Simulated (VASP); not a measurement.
# GaSb in VASP: single point with PBEsol

Aim: the single point of GaSb with PBEsol.

Everything below comes from runs of VASP 6.6.1. Logs are shortened: lines on timing, memory, paths and dates and some standing lists are left out, and cuts for length are marked.

**1. The cell of the first run**

The cell holds a slab with vacuum, 6 atoms: a = 4.321 Å, b = 4.321 Å, c = 24.639 Å, α = 90.00°, β = 90.00°, γ = 90.00°.

**2. Single point, PBEsol, collinear spin, zero start**

Input file INCAR:

```
SYSTEM = GaSb
PREC = Accurate
ENCUT = 520
EDIFF = 1E-6
ISMEAR = 0
SIGMA = 0.1
LREAL = .False.
LASPH = .True.
NELM = 150
ALGO = Normal
ISIF = 2
LWAVE = .False.
LCHARG = .False.
ISPIN = 2
MAGMOM = 0 0 0 0 0 0
LORBIT = 11
LDIPOL = .True.
IDIPOL = 3
DIPOL = 0.5 0.5 0.501
GGA = PS
NBANDS = 40
```

Input file KPOINTS:

```
Automatic mesh
0
Gamma
  7 7 1
  0 0 0
```

Input file POSCAR:

```
GaSb
1.0
    4.3212908972      0.0000000000      0.0000000000
    0.0000000000      4.3212908972      0.0000000000
    0.0000000000      0.0000000000     24.6390352422
Sb Ga
3 3
Direct
    0.0000000000      0.5000000000      0.3449810399
    0.5000000000      0.0000000000      0.4689962080
    0.0000000000      0.5000000000      0.5931844155
    0.5000000000      0.5000000000      0.4069886239
    0.0000000000      0.0000000000      0.5303001730
    0.5000000000      0.5000000000      0.6589610033
```

Potentials or basis: VASP PAW PBE potentials, release 64 (Sb, Ga_d).

Command:

```
> cat potpaw_PBE.64/Sb/POTCAR potpaw_PBE.64/Ga_d/POTCAR > POTCAR
> mpirun -np 1 vasp_std > vasp.out
```

OUTCAR:

```text
SYSTEM = GaSb
   PREC = Accurate
   ENCUT = 520
   EDIFF = 1E-6
   ISMEAR = 0
   LREAL = .False.
   LASPH = .True.
   NELM = 150
   ISIF = 2
   ISPIN = 2
   LORBIT = 11
   GGA = PS

 ion  position               nearest neighbor table
   1  0.000  0.500  0.345-   4 2.65   4 2.65
   2  0.500  0.000  0.469-   5 2.64   5 2.64   4 2.65   4 2.65
   3  0.000  0.500  0.593-   5 2.66   5 2.66   6 2.70   6 2.70
   4  0.500  0.500  0.407-   1 2.65   1 2.65   2 2.65   2 2.65
   5  0.000  0.000  0.530-   2 2.64   2 2.64   3 2.66   3 2.66
   6  0.500  0.500  0.659-   3 2.70   3 2.70

  LATTYP: Found a simple tetragonal cell.
 ALAT       =     4.3212908972
 C/A-ratio  =     5.7017765821

  Lattice vectors:

 A1 = (   4.3212908972,   0.0000000000,   0.0000000000)
 A2 = (   0.0000000000,   4.3212908972,   0.0000000000)
 A3 = (   0.0000000000,   0.0000000000,  24.6390352422)

Analysis of symmetry for initial positions (statically):
=====================================================================
 Subroutine PRICEL returns:
 Original cell was already a primitive cell.

 Routine SETGRP: Setting up the symmetry group for a
 simple tetragonal supercell.

 Subroutine GETGRP returns: Found  4 space group operations
 (whereof  4 operations were pure point group operations)
 out of a pool of 16 trial point group operations.

The static configuration has the point symmetry C_2v.

Analysis of symmetry for dynamics (positions and initial velocities):
=====================================================================
 Subroutine PRICEL returns:
 Original cell was already a primitive cell.

 Routine SETGRP: Setting up the symmetry group for a
 simple tetragonal supercell.

 Subroutine GETGRP returns: Found  4 space group operations
 (whereof  4 operations were pure point group operations)
 out of a pool of 16 trial point group operations.

The dynamic configuration has the point symmetry C_2v.

Analysis of structural, dynamic, and magnetic symmetry:
=====================================================================
 Subroutine PRICEL returns:
 Original cell was already a primitive cell.

 Routine SETGRP: Setting up the symmetry group for a
 simple tetragonal supercell.

 Subroutine GETGRP returns: Found  4 space group operations
 (whereof  4 operations were pure point group operations)
 out of a pool of 16 trial point group operations.

The overall configuration has the point symmetry C_2v.

 Subroutine INISYM returns: Found  4 space group operations
 (whereof  4 operations are pure point group operations),
 and found     1 'primitive' translations

[... 142 lines left out ...]
  ---------------------------------------------------
  free energy    TOTEN  =       -21.63315739 eV

  energy without entropy =      -21.60779627  energy(sigma->0) =      -21.62047683

 E-fermi :  -1.3297     XC(G=0):  -4.1403

 val. band max:       -1.3458554104   @ k =   0.0000   0.0000   0.0000
 cond. band min:      -1.3221979278   @ k =   0.0000   0.1429   0.0000
 fundamental gap:      0.0236574826
 Fermi energy:        -1.3297031572

 spin component 1

 k-point     1 :       0.0000    0.0000    0.0000
  band No.  band energies     occupation
      1     -16.1674      1.00000
      2     -16.1448      1.00000
      3     -16.1305      1.00000
      4     -16.1285      1.00000
      5     -16.1070      1.00000
      6     -16.0828      1.00000
[... 661 lines left out ...]
     38       5.1670      0.00000
     39       5.3665      0.00000
 Fermi energy:        -1.3297031572

 spin component 2

 k-point     1 :       0.0000    0.0000    0.0000
  band No.  band energies     occupation
      1     -16.1674      1.00000
      2     -16.1448      1.00000
      3     -16.1305      1.00000
      4     -16.1285      1.00000
      5     -16.1070      1.00000
      6     -16.0828      1.00000
[... 661 lines left out ...]
     38       5.1670      0.00000
     39       5.3665      0.00000
 [bands above 39 left out]

------------------------ aborting loop because EDIFF is reached ----------------------------------------

 vacuum level on the upper side and lower side of the slab       (xc-potential included)        -0.592         0.299

  FORCE on cell =-STRESS in cart. coord.  units (eV):
  Direction    XX          YY          ZZ          XY          YZ          ZX
  --------------------------------------------------------------------------------------
  -------------------------------------------------------------------------------------
  Total       -0.6384046     -1.5070760      0.0562182      0.0000000      0.0000000      0.0000000
  in kB       -2.2230840     -5.2480145      0.1957657      0.0000000      0.0000000      0.0000000
  external PRESSURE =      -2.4251109 kB  Pullay stress =       0.0000000 kB

 VOLUME and BASIS-vectors are now :
 -----------------------------------------------------------------------------
  energy-cutoff  :      520.00
  volume of cell :      460.10
      direct lattice vectors                 reciprocal lattice vectors
     4.321290897  0.000000000  0.000000000     0.231412331  0.000000000  0.000000000
     0.000000000  4.321290897  0.000000000     0.000000000  0.231412331  0.000000000
     0.000000000  0.000000000 24.639035242     0.000000000  0.000000000  0.040586005

 POSITION                                       TOTAL-FORCE (eV/Angst)
 -----------------------------------------------------------------------------------
      0.00000      2.16065      8.50000         0.000000      0.000000      0.165272
      2.16065      0.00000     11.55561         0.000000      0.000000      0.154261
      0.00000      2.16065     14.61549         0.000000      0.000000     -0.009789
      2.16065      2.16065     10.02781         0.000000      0.000000     -0.328560
      0.00000      0.00000     13.06608         0.000000      0.000000     -0.001087
      2.16065      2.16065     16.23616         0.000000      0.000000      0.019902
 -----------------------------------------------------------------------------------
    total drift:                                0.000000     -0.000000      0.000621

  FREE ENERGIE OF THE ION-ELECTRON SYSTEM (eV)
  ---------------------------------------------------
  free  energy   TOTEN  =       -21.6331573932 eV

  energy  without entropy=      -21.6077962662  energy(sigma->0) =      -21.62047683

 vacuum level on the upper side and lower side of the slab         2.891         3.802

 total charge

# of ion       s       p       d       tot
------------------------------------------
    1        1.206   1.154   0.015   2.375
    2        1.151   1.294   0.031   2.476
    3        1.151   1.308   0.025   2.485
    4        0.922   0.768   9.960  11.650
    5        0.934   0.740   9.962  11.636
    6        1.110   0.456   9.935  11.501
--------------------------------------------------
tot          6.474   5.721  29.928  42.123

 magnetization (x)

# of ion       s       p       d       tot
------------------------------------------
    1       -0.000  -0.000  -0.000  -0.000
    2       -0.000  -0.000  -0.000  -0.000
    3        0.000  -0.000  -0.000  -0.000
    4        0.000   0.000  -0.000   0.000
    5       -0.000  -0.000  -0.000  -0.000
    6       -0.000  -0.000  -0.000  -0.000
--------------------------------------------------
tot          0.000  -0.000  -0.000  -0.000
```

Run time: 45 min. Hardware: 1 thread of Intel Xeon 8259CL, shared host; peak memory 0.88 GiB.

What came out:

- Free energy: -21.6332 eV
- Largest force: 0.329 eV/Å
- Band gap on the k mesh: zero (filled and empty bands overlap)
- Net moment: 0.00 μB per cell
- Valence electrons inside the program's atomic spheres: Sb 2.38, 2.48 (each value once); Ga 11.65, 11.64, 11.50

Forces in eV/Å, atoms in the order of the input:
```
Sb   0.000  0.000  0.165
Sb   0.000  0.000  0.154
Sb   0.000  0.000 -0.010
Ga   0.000  0.000 -0.329
Ga   0.000  0.000 -0.001
Ga   0.000  0.000  0.020
```

Levels at points of the mesh, in eV from the Fermi level:
Spin up:
```tsv
k point	band 25	band 26	band 27	band 28	band 29	band 30
(0.00, 0.00, 0.00)	-0.87	-0.02	0.47	1.15	1.35	1.54
```
Spin down:
| k point | band 25 | band 26 | band 27 | band 28 | band 29 | band 30 |
| --- | --- | --- | --- | --- | --- | --- |
| (0.00, 0.00, 0.00) | -0.87 | -0.02 | 0.47 | 1.15 | 1.35 | 1.54 |

Caveat: the PAW data sets were made with another functional, which shifts forces and pressure a little; spin-orbit coupling is left out, which moves the levels of the heavy elements.

The gap in the log of VASP goes by the Fermi energy; the results here count the filled bands.